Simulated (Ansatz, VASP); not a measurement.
# Two plane-wave programs on Ir

```
Ir
1.0
     0.00000    2.16688    1.59114
     2.16688    0.00000    1.59114
     2.16688    2.16688    0.00000
Ir
1
Direct
  0.00000 0.00000 0.00000
```

Alike in both runs: task single point; functional LDA; k mesh 22 × 22 × 22; occupations gaussian, width 0.15 eV; no spin polarisation.

```csv
,VASP,Ansatz
version,VASP 6.6.1,Ansatz 0.2.0
potentials or method,"VASP PAW LDA potentials, release 64 (Ir), cutoff 520 eV","scalar-relativistic, plane waves, PAW"
valence electrons in the cell,9,17
```

|  | VASP | Ansatz | Ansatz less VASP |
| --- | --- | --- | --- |
| gap on the k mesh at the Fermi level (eV) | none | none | - |
| pressure (GPa) | -12.4 | -14.3 | -1.87 |
| traceless stress, the component that is largest in VASP (GPa) | 13.84 | 14.21 | +0.367 |

LDA's correlation is that of Perdew and Zunger in VASP and of Perdew and Wang (1992) in Ansatz. A gap of «none» marks a metal or a gap that the smearing closes. VASP's potentials hold 9 valence electrons a cell and Ansatz's 17, so a difference there can come from the potentials and not from the codes.

Spin-orbit coupling is off throughout.
